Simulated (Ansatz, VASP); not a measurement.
# Ta3SiC2: VASP beside Ansatz

File INCAR:

```
SYSTEM = Ta3SiC2
PREC = Accurate ; ENCUT = 600
EDIFF = 1E-7 ; ISMEAR = 0
SIGMA = 0.1 ; LREAL = .FALSE.
LASPH = .TRUE. ; NELM = 100
ALGO = Normal ; ISIF = 3
LWAVE = .FALSE. ; LCHARG = .FALSE.
GGA = PE ; IBRION = 2
NSW = 100 ; EDIFFG = -0.01
```

File KPOINTS:

```
Automatic mesh
0
G
  12 12 12
  0 0 0
```

Contents of POSCAR:

```
Ta3SiC2
1.0
    5.7400346805      0.0000000000      0.0000000000
   -2.8700173403      4.9710158519      0.0000000000
    0.0000000000      0.0000000000      2.9933776018
Ta Si C
3 1 2
Direct
    0.5000000000      0.0000000000      0.5000000000
    0.5000000000      0.5000000000      0.5000000000
    0.0000000000      0.5000000000      0.5000000000
    0.0000000000      0.0000000000      0.0000000000
    0.3333333333      0.6666666667      0.0000000000
    0.6666666667      0.3333333333      0.0000000000
```

Input for Ansatz:

```yaml
crystal:
  lattice:
    - [5.7400346805, 0.0, 0.0]
    - [-2.8700173403, 4.9710158519, 0.0]
    - [0.0, 0.0, 2.9933776018]
  atoms:
    - { symbol: Ta, position: [0.5, 0.0, 0.5] }
    - { symbol: Ta, position: [0.5, 0.5, 0.5] }
    - { symbol: Ta, position: [0.0, 0.5, 0.5] }
    - { symbol: Si, position: [0.0, 0.0, 0.0] }
    - { symbol: C, position: [0.3333333333, 0.6666666667, 0.0] }
    - { symbol: C, position: [0.6666666667, 0.3333333333, 0.0] }
basis:
  ecutwfc: 420
kpoints:
  mp_grid: { grid: [12, 12, 12] }
hamiltonian:
  xc: pbe
scf:
  occupations: { method: gaussian, width: 0.1 }
output:
  forces: true
  stress: true
  eigenvalues: true
  write_density: true
  write_potential: true
  elf: true
  volumetric_format: npy
relax:
  adjacent_minimum: "off"
  f_tol: 0.01
  max_steps: 80
  cell: { stress_tol: 0.05 }
```

Change from the starting cell: species swapped into the GdAl3Pd2 type (P6/mmm, No. 191).

Alike in both runs: task relaxation of cell and atoms; functional PBE; k mesh 12 × 12 × 12; occupations gaussian, width 0.1 eV; no spin polarisation.

|  | VASP | Ansatz |
| --- | --- | --- |
| version | VASP 6.6.1 | Ansatz 0.2.0 |
| potentials or method | VASP PAW PBE potentials, release 64 (Ta_pv, Si, C), cutoff 600 eV | scalar-relativistic, plane waves, PAW |
| valence electrons in the cell | 45 | 51 |

Ansatz gave:

- gap on the k mesh at the Fermi level, each at its own relaxed structure (eV): none
- relaxed volume (Å³/atom): 14.22
- relaxed length of the cell vector where the two differ most in proportion (Å): 3.000

Task: Estimate VASP's values.

Result: gap on the k mesh at the Fermi level, each at its own relaxed structure (eV): none; relaxed volume (Å³/atom): 14.24; relaxed length of the cell vector where the two differ most in proportion (Å): 3.003.

A gap of «none» marks a metal or a gap that the smearing closes. VASP's potentials hold 45 valence electrons a cell and Ansatz's 51, so a difference there can come from the potentials and not from the codes.

Neither program's run includes spin-orbit coupling.
